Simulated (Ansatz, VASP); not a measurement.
Two plane-wave programs on MgSe

```xyz
2
Lattice="0.0000 2.7246 2.7246 2.7246 0.0000 2.7246 2.7246 2.7246 0.0000" Properties=species:S:1:pos:R:3 pbc="T T T"
Mg    0.0000    0.0000    0.0000
Se    2.7246    2.7246    2.7246
```

Alike in both runs: functional PBEsol; k mesh 8 × 8 × 8; occupations gaussian, width 0.02 eV; no spin polarisation.

Ansatz relaxed the structure, and its values are those at the end. VASP's run is a single point on that final structure, the one shown.

```csv
,VASP,Ansatz
version,VASP 6.6.1,Ansatz 0.2.0
potentials or method,"VASP PAW PBE potentials, release 64 (Mg, Se), cutoff 600 eV","scalar-relativistic, plane waves, PAW"
valence electrons in the cell,8,26
```

VASP gave:

* gap on the k mesh at the Fermi level (eV): 1.76
* least direct gap on the mesh (eV): 2.51
* pressure (GPa): 0.0

Question: Estimate Ansatz's values.

Answer: gap on the k mesh at the Fermi level (eV): 1.78; least direct gap on the mesh (eV): 2.51; pressure (GPa): 0.0.

VASP's potentials were made for PBE, not for PBEsol, and Ansatz warns of the same on its side. With one functional, cell and mesh, what is left measures potentials, basis and numerics. VASP's potentials hold 8 valence electrons a cell and Ansatz's 26, so a difference there can come from the potentials and not from the codes.
